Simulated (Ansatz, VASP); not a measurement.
## One calculation of Ag, two programs

Contents of INCAR:

```
PREC = Accurate
ENCUT = 500
EDIFF = 1E-6
ISMEAR = -1
SIGMA = 0.05
LREAL = F
LASPH = T
NELM = 120
ALGO = Normal
ISIF = 2
LWAVE = F
LCHARG = F
NBANDS = 12
GGA_COMPAT = F
```

The input KPOINTS:

```
regular mesh
0
Gamma
  13 13 13
```

File POSCAR:

```
Ag
1.0
    2.8888850000      0.0000000000      0.0000000000
    1.4444425000      2.5018477986      0.0000000000
    1.4444425000      0.8339492662      2.3587647252
Ag
1
Direct
    0.0000000000      0.0000000000      0.0000000000
```

Input for Ansatz:

```yaml
crystal:
  lattice:
    a: 2.888885
    b: 2.888885
    c: 2.888885
    alpha: 60.0
    beta: 60.0
    gamma: 60.0
  atoms:
    - { symbol: Ag, position: [0.0, 0.0, 0.0] }
kpoints:
  mp_grid:
    grid: [13, 13, 13]
hamiltonian:
  xc: lda
  pseudopotentials:
    kind: paw
scf:
  occupations:
    method: fermi_dirac
    width: 0.05
output:
  forces: true
  stress: true
  eigenvalues: true
```

Alike in both runs: task single point; functional LDA; k mesh 13 × 13 × 13; occupations fermi-dirac, width 0.05 eV; no spin polarisation.

|  | VASP | Ansatz |
| --- | --- | --- |
| version | VASP 6.6.1 | Ansatz 0.2.0 |
| potentials or method | VASP PAW LDA potentials, release 64 (Ag) | plane waves, PAW |
| plane-wave cutoff (eV) | 500 | 420 |
| valence electrons in the cell | 11 | 19 |

|  | VASP | Ansatz | Ansatz less VASP |
| --- | --- | --- | --- |
| gap on the k mesh at the Fermi level (eV) | none | none | - |
| pressure (GPa) | -7.3 | -7.5 | -0.20 |

LDA's correlation is that of Perdew and Zunger in VASP and of Perdew and Wang (1992) in Ansatz. A gap of «none» marks a metal or a gap that the smearing closes. VASP's potentials hold 11 valence electrons a cell and Ansatz's 19, so a difference there can come from the potentials and not from the codes.
